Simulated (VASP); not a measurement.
# BN (k07) (P6_3mc) in VASP: notebook

Runs on BN (k07). Level: PBEsol. Tasks: single point, relaxation of cell and atoms.

Everything below comes from runs of VASP 6.6.1. Logs are shortened: lines on timing, memory, paths and dates and some standing lists are left out, and cuts for length are marked.

**1. The cell of the first run**

The structure is hexagonal, space group P6_3mc (No. 186). Conventional cell: a = 2.541 Å, b = 2.541 Å, c = 4.203 Å, α = 90.00°, β = 90.00°, γ = 120.00°. B (site symmetry 3m) has 4 N at 1.51 to 1.73 Å within 2.0 Å. Within 2.0 Å of N (site symmetry 3m) lie 4 B at 1.51 to 1.73 Å.

**2. Single point, PBEsol**

The input, INCAR:

```
PREC = Accurate
ENCUT = 520
EDIFF = 1E-6
ISMEAR = 0
SIGMA = 0.01
LREAL = F
LASPH = T
NELM = 100
ALGO = Normal
ISIF = 2
LWAVE = F
LCHARG = F
GGA = PS
NBANDS = 16
```

The input, KPOINTS:

```
regular mesh
0
Gamma
  15 15 8
```

The input, POSCAR:

```
BN
1.0
    2.5405660762      0.0000000000      0.0000000000
   -1.2702830381      2.2001947620      0.0000000000
    0.0000000000      0.0000000000      4.2026526748
B N
2 2
Direct
    0.3333333333      0.6666666667     -0.0190655466
    0.6666666667      0.3333333333      0.4809344534
    0.3333333333      0.6666666667      0.3930655466
    0.6666666667      0.3333333333      0.8930655466
```

Potentials or basis: VASP PAW PBE potentials, release 64 (B, N).

Run with:

```console
$ cat potpaw_PBE.64/B/POTCAR potpaw_PBE.64/N/POTCAR > POTCAR
$ mpirun -np 1 vasp_std > vasp.out
```

OUTCAR:

```text
PREC = Accurate
   ENCUT = 520
   EDIFF = 1E-6
   ISMEAR = 0
   LREAL = F
   LASPH = T
   NELM = 100
   ISIF = 2
   GGA = PS

 ion  position               nearest neighbor table
   1  0.333  0.667  0.981-   4 1.51   4 1.51   4 1.51   3 1.73
   2  0.667  0.333  0.481-   3 1.51   3 1.51   3 1.51   4 1.73
   3  0.333  0.667  0.393-   2 1.51   2 1.51   2 1.51   1 1.73
   4  0.667  0.333  0.893-   1 1.51   1 1.51   1 1.51   2 1.73

  LATTYP: Found a hexagonal cell.
 ALAT       =     2.5405660762
 C/A-ratio  =     1.6542190003

  Lattice vectors:

 A1 = (   2.5405660762,   0.0000000000,   0.0000000000)
 A2 = (  -1.2702830381,   2.2001947620,   0.0000000000)
 A3 = (   0.0000000000,   0.0000000000,   4.2026526748)

Analysis of symmetry for initial positions (statically):
=====================================================================
 Subroutine PRICEL returns:
 Original cell was already a primitive cell.

 Routine SETGRP: Setting up the symmetry group for a
 hexagonal supercell.

 Subroutine GETGRP returns: Found 12 space group operations
 (whereof  6 operations were pure point group operations)
 out of a pool of 24 trial point group operations.

The static configuration has the point symmetry C_3v.
 The point group associated with its full space group is C_6v.

Analysis of symmetry for dynamics (positions and initial velocities):
=====================================================================
 Subroutine PRICEL returns:
 Original cell was already a primitive cell.

 Routine SETGRP: Setting up the symmetry group for a
 hexagonal supercell.

 Subroutine GETGRP returns: Found 12 space group operations
 (whereof  6 operations were pure point group operations)
 out of a pool of 24 trial point group operations.

The dynamic configuration has the point symmetry C_3v.
 The point group associated with its full space group is C_6v.

 Subroutine INISYM returns: Found 12 space group operations
 (whereof  6 operations are pure point group operations),
 and found     1 'primitive' translations

----------------------------------------------------------------------------------------

                                     Primitive cell

[... 86 lines left out ...]
   ISTART =      0    job   : 0-new  1-cont  2-samecut
   ICHARG =      2    charge: 1-file 2-atom 10-const
   ISPIN  =      1    spin polarized calculation?
   LNONCOLLINEAR =      F non collinear calculations
   LSORBIT =      F    spin-orbit coupling
   LASPH  =      T    aspherical Exc in radial PAW
   ENCUT  =  520.0 eV  38.22 Ry    6.18 a.u.   4.72  4.72  7.81*2*pi/ulx,y,z
   NELM   =    100;   NELMIN=  2; NELMDL= -5     # of ELM steps
   EDIFF  = 0.1E-05   stopping-criterion for ELM
   LREAL  =      F    real-space projection
   EDIFFG = 0.1E-04   stopping-criterion for IOM
   NSW    =      0    number of steps for IOM
   IBRION =     -1    ionic relax: 0-MD 1-quasi-New 2-CG
   NFREE  =      0    steps in history (QN), initial steepest desc. (CG)
   ISIF   =      2    stress and relaxation
   ISYM   =      2    0-nonsym 1-usesym 2-fastsym
   POTIM  = 0.5000    time-step for ionic-motion
   TEBEG  =    0.0;   TEEND  =   0.0 temperature during run
   PSTRESS=    0.0 pullay stress
   NELECT =      16.0000    total number of electrons
   NUPDOWN=      -1.0000    fix difference up-down
   EMIN   =  10.00;   EMAX   =-10.00  energy-range for DOS
   EFERMI =   0.00;   METHOD = LEGACY
   ISMEAR =     0;   SIGMA  =   0.01  broadening in eV -4-tet -1-fermi 0-gaus
   EFERMI_NEDOS =   21; number of points for ismear=-14 and -15
   IALGO  =     38    algorithm
   IMIX   =      4    mixing-type and parameters
     AMIX     =   0.40;   BMIX     =  1.00
     AMIX_MAG =   1.60;   BMIX_MAG =  1.00
  volume/ion in A,a.u.               =       5.87        39.63
  Fermi-wavevector in a.u.,A,eV,Ry     =   1.440378  2.721920 28.227851  2.074689
  Thomas-Fermi vector in A             =   2.559129
   LORBIT       =      0    0 simple, 1 ext, 2 COOP (PROOUT), +10 PAW based schemes
   GGA     = PS    functional components
   LHFCALC =     F    Hartree Fock is set to
   AEXX    =    0.0000 exact exchange contribution
   IVDW    =     0    specifies the selected vdW correction
   LEPSILON=     F    determine dielectric tensor
   LRPA    =     F    only Hartree local field effects (RPA)
 non-spin polarized calculation
 Gauss-broadening in eV      SIGMA  =   0.01
  energy-cutoff  :      520.00
  volume of cell :       23.49
 maximum number of plane-waves:       652
 NGX is ok and might be reduce to    20
   NGX =  9   NGY =  9   NGZ = 15

 number of electron      16.0000000 magnetization

 Free energy of the ion-electron system (eV)
  ---------------------------------------------------
  ext. energy  EPLUGINS =         0.00000000
  ---------------------------------------------------
  free energy    TOTEN  =       -36.17032416 eV

  energy without entropy =      -36.17032416  energy(sigma->0) =      -36.17032416

 E-fermi :   8.7355     XC(G=0): -13.0230

 val. band max:        8.5668130930   @ k =   0.0000   0.0000   0.0000
 cond. band min:      13.4246732288   @ k =   0.4667  -0.0000   0.3750
 fundamental gap:      4.8578601358
 Fermi energy:         8.7355063840

 k-point     1 :       0.0000    0.0000    0.0000
  band No.  band energies     occupation
      1     -12.9395      2.00000
      2      -8.6819      2.00000
      3      -3.1383      2.00000
      4       5.0412      2.00000
      5       5.0412      2.00000
      6       6.8272      2.00000
[... 433 lines left out ...]
      3      -1.9435      2.00000
      4      -0.2851      2.00000
      5       0.3667      2.00000
      6       1.8247      2.00000
[... 8 lines left out ...]
     15      23.6464      0.00000
     16      25.2981      0.00000

 [... further k-points ...]
[... 5 lines left out ...]
  --------------------------------------------------------------------------------------
  -------------------------------------------------------------------------------------
  Total        0.8364350      0.8364350      1.8434597      0.0000000      0.0000000     -0.0000000
  in kB       57.0463240     57.0463240    125.7271641      0.0000000      0.0000000     -0.0000000
  external PRESSURE =      79.9399374 kB  Pullay stress =       0.0000000 kB

 VOLUME and BASIS-vectors are now :
 -----------------------------------------------------------------------------
  energy-cutoff  :      520.00
  volume of cell :       23.49
      direct lattice vectors                 reciprocal lattice vectors
     2.540566076  0.000000000  0.000000000     0.393613065  0.227252609  0.000000000
    -1.270283038  2.200194762  0.000000000     0.000000000  0.454505218  0.000000000
     0.000000000  0.000000000  4.202652675     0.000000000  0.000000000  0.237944955

 POSITION                                       TOTAL-FORCE (eV/Angst)
 -----------------------------------------------------------------------------------
     -0.00000      1.46680      4.12253         0.000000      0.000000      2.428593
      1.27028      0.73340      2.02120        -0.000000     -0.000000      2.428593
     -0.00000      1.46680      1.65192         0.000000      0.000000     -2.428593
      1.27028      0.73340      3.75324        -0.000000     -0.000000     -2.428593
 -----------------------------------------------------------------------------------
    total drift:                                0.000000      0.000000     -0.000687

  FREE ENERGIE OF THE ION-ELECTRON SYSTEM (eV)
  ---------------------------------------------------
  free  energy   TOTEN  =       -36.1703241567 eV

  energy  without entropy=      -36.1703241567  energy(sigma->0) =      -36.17032416
```

OSZICAR:

```text
N       E                     dE             d eps       ncg     rms          rms(c)
DAV:   1     0.367232707372E+02    0.36723E+02   -0.83485E+03  4320   0.976E+02
DAV:   2    -0.359555879957E+02   -0.72679E+02   -0.68041E+02  6224   0.230E+02
DAV:   3    -0.382400312748E+02   -0.22844E+01   -0.22779E+01  4880   0.375E+01
DAV:   4    -0.382454866404E+02   -0.54554E-02   -0.54550E-02  5264   0.206E+00
DAV:   5    -0.382455010082E+02   -0.14368E-04   -0.14368E-04  4832   0.982E-02    0.968E+00
DAV:   6    -0.363819194324E+02    0.18636E+01   -0.22530E+00  5328   0.135E+01    0.462E+00
DAV:   7    -0.362130141609E+02    0.16891E+00   -0.32011E-01  5576   0.454E+00    0.276E+00
DAV:   8    -0.361715292559E+02    0.41485E-01   -0.55147E-02  5456   0.184E+00    0.256E-01
DAV:   9    -0.361702342182E+02    0.12950E-02   -0.25577E-03  5024   0.540E-01    0.133E-01
DAV:  10    -0.361703207344E+02   -0.86516E-04   -0.27732E-04  5344   0.140E-01    0.206E-02
DAV:  11    -0.361703233488E+02   -0.26144E-05   -0.20072E-05  5424   0.407E-02    0.124E-02
DAV:  12    -0.361703241567E+02   -0.80788E-06   -0.27140E-06  4800   0.161E-02
   1 F= -.36170324E+02 E0= -.36170324E+02  d E =-.807458-129
```

stdout:

```text
POSCAR found type information on POSCAR B N
 POSCAR found :  2 types and       4 ions
 scaLAPACK will be used
 -----------------------------------------------------------------------------
|                                                                             |
|                                                                             |
|     You enforced a specific xc type in the INCAR file but a different       |
|     I HOPE YOU KNOW WHAT YOU ARE DOING!                                     |
|                                                                             |
 -----------------------------------------------------------------------------

 LDA part: xc-table for (Slater+PW92), standard interpolation
 POSCAR, INCAR and KPOINTS ok, starting setup
 FFT: planning ... GRIDC
 FFT: planning ... GRID_SOFT
 FFT: planning ... GRID
 WAVECAR not read
 entering main loop
```

It took 43 s on 1 thread of AMD EPYC 7R43 (Zen 3), shared host; peak memory 0.12 GiB.

Results:

```
Free energy            : -36.1703 eV
Pressure               : 8.0 GPa
Largest force          : 2.429 eV/Å
Band gap on the k mesh : 4.86 eV, indirect (least direct gap 6.76 eV)
```

Forces on the atoms (eV/Å):
```
B    0.000  0.000  2.429
B    0.000  0.000  2.429
N    0.000  0.000 -2.429
N    0.000  0.000 -2.429
```

Levels at points of the mesh, in eV from the valence-band top:
```tsv
k point	band 6	band 7	band 8	band 9	band 10	band 11
(0.00, 0.00, 0.00)	-1.74	-1.74	0.00	6.76	7.68	7.68
(0.00, 0.00, 0.50)	-2.70	-2.70	-2.70	8.36	8.36	8.91
```

Caveat: the PAW data sets were made with another functional, which shifts forces and pressure a little.

**3. Single point, PBEsol**

The input, INCAR:

```
SYSTEM = BN
PREC = Accurate ; ENCUT = 520
EDIFF = 1E-6 ; ISMEAR = 0
SIGMA = 0.01 ; LREAL = .False.
LASPH = .True. ; NELM = 80
ALGO = Normal ; ISIF = 2
LWAVE = .False. ; LCHARG = .False.
GGA = PS ; NBANDS = 16
```

The input, KPOINTS:

```
Automatic mesh
0
Gamma
  15 15 8
  0 0 0
```

The input, POSCAR:

```
BN
1.0
    2.5405660762      0.0000000000      0.0000000000
   -1.2702830381      2.2001947620      0.0000000000
    0.0000000000      0.0000000000      4.2026526748
B N
2 2
Direct
    0.3333333333      0.6666666667     -0.0284800723
    0.6666666667      0.3333333333      0.4715199277
    0.3333333333      0.6666666667      0.4024800723
    0.6666666667      0.3333333333      0.9024800723
```

Potentials or basis: VASP PAW PBE potentials, release 64 (B, N).

Run with:

```console
$ cat potpaw_PBE.64/B/POTCAR potpaw_PBE.64/N/POTCAR > POTCAR
$ mpirun -np 1 vasp_std > vasp.out
```

Run time: 43 s. Hardware: 1 thread of AMD EPYC 7R43 (Zen 3), shared host; peak memory 0.13 GiB.

It converged, with:

| Quantity | Value |
| --- | --- |
| Free energy | -35.7576 eV |
| Pressure | 13.9 GPa |
| Largest force | 2.694 eV/Å |
| Band gap on the k mesh | 4.14 eV, indirect (least direct gap 6.65 eV) |

Forces in eV/Å, atoms in the order of the input:
```
B    0.000  0.000  2.694
B    0.000  0.000  2.694
N    0.000  0.000 -2.694
N    0.000  0.000 -2.694
```

Stress tensor (GPa, compression positive):
```
 7.50  0.00  0.00
 0.00  7.50  0.00
 0.00  0.00 26.68
```

Levels at points of the mesh, in eV from the valence-band top:
```csv
k point,band 5,band 6,band 7,band 8,band 9,band 10,band 11,band 12
"(0.00, 0.00, 0.00)",-3.97,-2.32,-2.32,0.00,6.72,7.53,7.53,8.33
"(0.00, 0.00, 0.50)",-3.20,-3.20,-3.20,-3.20,8.14,8.14,8.65,8.65
```

Caveat: the PAW data sets were made with another functional, which shifts forces and pressure a little. PBEsol gaps usually lie below the measured ones, often by a third to a half.

**4. Single point, PBEsol**

The input, INCAR:

```
  ALGO = Normal
  EDIFF = 1E-7
  ENCUT = 520
  GGA = PS
  ISIF = 2
  ISMEAR = 0
  LASPH = T
  LCHARG = T
  LELF = T
  LREAL = F
  LVHAR = T
  LWAVE = F
  NBANDS = 16
  NELM = 100
  PREC = Accurate
  SIGMA = 0.01
```

The input, KPOINTS:

```
k-points
0
Gamma
  15 15 8
```

The input, POSCAR:

```
BN
1.0
    2.5405660762      0.0000000000      0.0000000000
   -1.2702830381      2.2001947620      0.0000000000
    0.0000000000      0.0000000000      4.2026526748
B N
2 2
Direct
    0.3333333333      0.6666666667     -0.0378945980
    0.6666666667      0.3333333333      0.4621054020
    0.3333333333      0.6666666667      0.4118945980
    0.6666666667      0.3333333333      0.9118945980
```

Run with:

```console
$ cat potpaw_PBE.64/B/POTCAR potpaw_PBE.64/N/POTCAR > POTCAR
$ mpirun -np 1 vasp_std > vasp.out
```

Wall time 48 s (1 thread of AMD EPYC 7R43 (Zen 3), shared host); peak memory 0.12 GiB.

It converged, with:

```yaml
Free_energy: -35.3448 eV
Pressure: 19.8 GPa
Largest_force: 2.446 eV/Å
Band_gap_on_the_k_mesh: 3.61 eV, indirect (least direct gap 6.16 eV)
```

Forces in eV/Å, atoms in the order of the input:
```
B    0.000  0.000  2.446
B    0.000  0.000  2.446
N    0.000  0.000 -2.446
N    0.000  0.000 -2.446
```

Stress tensor (GPa, compression positive):
```
 8.27  0.00  0.00
 0.00  8.27  0.00
 0.00  0.00 42.92
```

Levels at points of the mesh, in eV from the valence-band top:
```csv
k point,band 4,band 5,band 6,band 7,band 8,band 9,band 10,band 11,band 12,band 13
"(0.00, 0.00, 0.00)",-4.18,-4.18,-2.62,-2.62,0.00,7.20,7.56,7.56,8.32,9.78
"(0.00, 0.00, 0.50)",-6.24,-3.45,-3.45,-3.45,-3.45,8.16,8.16,8.59,8.59,8.59
```

Caveat: the PAW data sets were made with another functional, which shifts forces and pressure a little. A k mesh can miss the band edges.

**5. Single point, PBEsol**

The input, INCAR:

```
SYSTEM = BN
ALGO = Normal
EDIFF = 1E-6
ENCUT = 520
GGA = PS
ISIF = 2
ISMEAR = 0
LASPH = .True.
LCHARG = .False.
LREAL = .False.
LWAVE = .False.
NBANDS = 16
NELM = 60
PREC = Accurate
SIGMA = 0.01
```

The input, KPOINTS:

```
k-points
0
Gamma
  15 15 8
  0 0 0
```

The input, POSCAR:

```
BN
1.0
    2.5405660762      0.0000000000      0.0000000000
   -1.2702830381      2.2001947620      0.0000000000
    0.0000000000      0.0000000000      4.2026526748
B N
2 2
Direct
    0.3333333333      0.6666666667     -0.0473091238
    0.6666666667      0.3333333333      0.4526908762
    0.3333333333      0.6666666667      0.4213091238
    0.6666666667      0.3333333333      0.9213091238
```

Run with:

```console
$ cat potpaw_PBE.64/B/POTCAR potpaw_PBE.64/N/POTCAR > POTCAR
$ mpirun -np 1 vasp_std > vasp.out
```

It took 44 s on 1 thread of AMD EPYC 7R43 (Zen 3), shared host; peak memory 0.12 GiB.

It converged, with:

* Free energy: -35.0053 eV
* Pressure: 24.7 GPa
* Largest force: 1.782 eV/Å
* Band gap on the k mesh: 3.21 eV, indirect (least direct gap 5.37 eV)

Forces on the atoms (eV/Å):
```
B    0.000  0.000  1.782
B    0.000  0.000  1.782
N    0.000  0.000 -1.782
N    0.000  0.000 -1.782
```

Stress tensor (GPa, compression positive):
```
 8.24  0.00  0.00
 0.00  8.24  0.00
 0.00  0.00 57.67
```

Levels at points of the mesh, in eV from the valence-band top:
```csv
k point,band 6,band 7,band 8,band 9,band 10,band 11
"(0.00, 0.00, 0.00)",-2.79,-2.79,-0.03,7.62,7.62,7.91
"(0.00, 0.00, 0.50)",-3.58,-3.58,-3.58,8.26,8.26,8.59
```

Caveat: the PAW data sets were made with another functional, which shifts forces and pressure a little. A k mesh can miss the band edges.

(Continued in part 2 of 2.)
